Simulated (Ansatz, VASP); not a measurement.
## Two plane-wave programs on TiSe2

```
CELL_PARAMETERS angstrom
3.43764 0.00000 0.00000
-1.71882 2.97708 0.00000
0.00000 0.00000 5.80904
ATOMIC_POSITIONS crystal
Ti 0.00000 0.00000 0.00000
Se 0.33333 0.66667 0.26485
Se 0.66667 0.33333 0.73515
```

Alike in both runs: functional LDA; k mesh 15 × 15 × 8; occupations gaussian, width 0.1 eV; no spin polarisation.

Ansatz relaxed the structure, and its values are those at the end. VASP's run is a single point on that final structure, the one shown.

```csv
,VASP,Ansatz
version,VASP 6.6.1,Ansatz 0.2.0
potentials or method,"VASP PAW LDA potentials, release 64 (Ti_sv, Se), cutoff 500 eV","scalar-relativistic, plane waves, PAW"
valence electrons in the cell,24,44
```

|  | VASP | Ansatz | Ansatz less VASP |
| --- | --- | --- | --- |
| gap on the k mesh at the Fermi level (eV) | none | none | - |
| pressure (GPa) | 0.3 | 0.0 | -0.25 |
| rms of the force components (eV/Å) | 0.019 | 0.000 | -0.0185 |

LDA's correlation is that of Perdew and Zunger in VASP and of Perdew and Wang (1992) in Ansatz. A gap of «none» marks a metal or a gap that the smearing closes. VASP's potentials hold 24 valence electrons a cell and Ansatz's 44, so a difference there can come from the potentials and not from the codes.
